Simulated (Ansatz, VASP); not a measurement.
**One calculation of HfO2, two programs**

```
Hf O
1.0
     0.00000    2.45081    2.45081
     2.45081    0.00000    2.45081
     2.45081    2.45081    0.00000
Hf O
1 2
Direct
  0.00000 0.00000 0.00000
  0.75000 0.75000 0.75000
  0.25000 0.25000 0.25000
```

Change from the starting cell: volume scaled by 0.88.

Alike in both runs: functional PBE; k mesh 9 × 9 × 9; non-collinear spin, spin-orbit coupling.

|  | VASP | Ansatz |
| --- | --- | --- |
| version | VASP 6.6.1 | Ansatz 0.2.0 |
| potentials or method | VASP PAW PBE potentials, release 64 (Hf_pv, O) | Ansatz PAW |
| plane-wave cutoff (eV) | 600 | 420 |
| occupations | gaussian, width 0.01 eV | fixed |
| valence electrons in the cell | 22 | 38 |
| task | single point | electron localisation function |

|  | VASP | Ansatz | Ansatz less VASP |
| --- | --- | --- | --- |
| pressure (GPa) | 32.1 | 36.7 | +4.55 |
| net moment per atom (μB) | 0.00 | 0.00 | 0.000 |

The pressures are high and differ by over a tenth, so treat them with care. VASP's potentials hold 22 valence electrons a cell and Ansatz's 38, so a difference there can come from the potentials and not from the codes.

Noted on Ansatz's run: odd divisions of the mesh miss points on the zone boundary, where band edges often lie, so the gap on the mesh can be too wide.
